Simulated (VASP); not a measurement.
ZrH2, 3 atoms in the cell. The structure is cubic, space group Fm-3m (No. 225). The conventional cell has a = 4.730 Å, b = 4.730 Å, c = 4.730 Å, α = 90.00°, β = 90.00°, γ = 90.00°. Within 2.7 Å of Zr (site symmetry m-3m) lie 8 H at 2.05 Å. Within 2.7 Å of H (site symmetry -43m) lie 4 Zr at 2.05 Å and 6 H at 2.37 Å.  This cell differs from its parent crystal: strained.

| Property | Result |
| --- | --- |
| Program | VASP 6.6.1 |
| Task | single point |
| Functional | PBEsol |
| Potentials or basis | VASP PAW PBE potentials, release 64 (Zr_sv, H) |
| Cutoff | 520 eV |
| k mesh | 16 × 16 × 16 |
| Occupations | gaussian, width 0.1 eV |
| Spin | no spin polarisation |
| Dipole correction | no |
| Further INCAR settings | ALGO = Normal; EDIFF = 1e-06; NBANDS = 14 |

Potentials or basis: VASP PAW PBE potentials, release 64 (Zr_sv, H).

The run is started by

```bash
$ cat potpaw_PBE.64/Zr_sv/POTCAR potpaw_PBE.64/H/POTCAR > POTCAR
$ mpirun -np 1 vasp_std > vasp.out
```

Hardware: 1 thread of Intel Xeon 8259CL, with other jobs on the host.

**Question.** How long does it take, and how much memory?

**Answer.** It took 83 s on 1 thread of Intel Xeon 8259CL (shared host), peak memory 0.2 GiB. Counts: scf iterations 12, k points 145.
